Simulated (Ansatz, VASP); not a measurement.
# One calculation of Sr, two programs

File INCAR:

```
SYSTEM = Sr
PREC     = Accurate       ! precision mode
ENCUT    = 520            ! plane-wave cutoff, eV
EDIFF    = 1E-7           ! SCF threshold, eV
ISMEAR   = -1             ! smearing method
SIGMA    = 0.1            ! smearing width, eV
LREAL    = .FALSE.        ! projectors in reciprocal space
LASPH    = .TRUE.         ! aspherical terms in the spheres
NELM     = 60             ! most SCF steps
ALGO     = Normal         ! electronic algorithm
ISIF     = 2              ! what is computed and relaxed
LWAVE    = .FALSE.        ! write WAVECAR
LCHARG   = .FALSE.        ! write CHGCAR
GGA      = PS             ! functional
NBANDS   = 11             ! bands
```

Contents of KPOINTS:

```
regular mesh
0
G
  11 11 11
  0 0 0
```

Contents of POSCAR:

```
Sr
1.0
   -2.4020075142      2.4020075142      2.4020075142
    2.4020075142     -2.4020075142      2.4020075142
    2.4020075142      2.4020075142     -2.4020075142
Sr
1
Direct
    0.0000000000      0.0000000000      0.0000000000
```

Input for Ansatz:

```yaml
crystal:
  lattice:
    - [-2.4020075142, 2.4020075142, 2.4020075142]
    - [2.4020075142, -2.4020075142, 2.4020075142]
    - [2.4020075142, 2.4020075142, -2.4020075142]
  atoms:
    - { symbol: Sr, position: [0.0, 0.0, 0.0] }
hamiltonian:
  xc: pbesol
  pseudopotentials:
    kind: paw
    azcp:
      Sr: "pseudopotentials/Sr.paw.azcp"
basis:
  ecutwfc: 420
  fft_grid_basis: typed
kpoints:
  mp_grid: { grid: [11, 11, 11], shift: [0, 0, 0] }
magnetization:
  spin_polarized: false
scf:
  occupations: { method: fermi_dirac, width: 0.1 }
  lower_state_search: "off"
output:
  stress: true
```

Alike in both runs: task single point; functional PBEsol; k mesh 11 × 11 × 11; occupations fermi-dirac, width 0.1 eV; no spin polarisation.

|  | VASP | Ansatz |
| --- | --- | --- |
| version | VASP 6.6.1 | Ansatz 0.2.0 |
| potentials or method | VASP PAW PBE potentials, release 64 (Sr_sv), cutoff 520 eV | plane waves (420 eV) with PAW, scalar-relativistic |
| valence electrons in the cell | 10 | 10 |

|  | VASP | Ansatz | Ansatz less VASP |
| --- | --- | --- | --- |
| pressure (GPa) | -0.8 | -0.8 | -0.01 |

VASP's potentials were made for PBE, not for PBEsol, and Ansatz warns of the same on its side. The functional is the same, so the differences come from potentials, cutoffs and numerics.
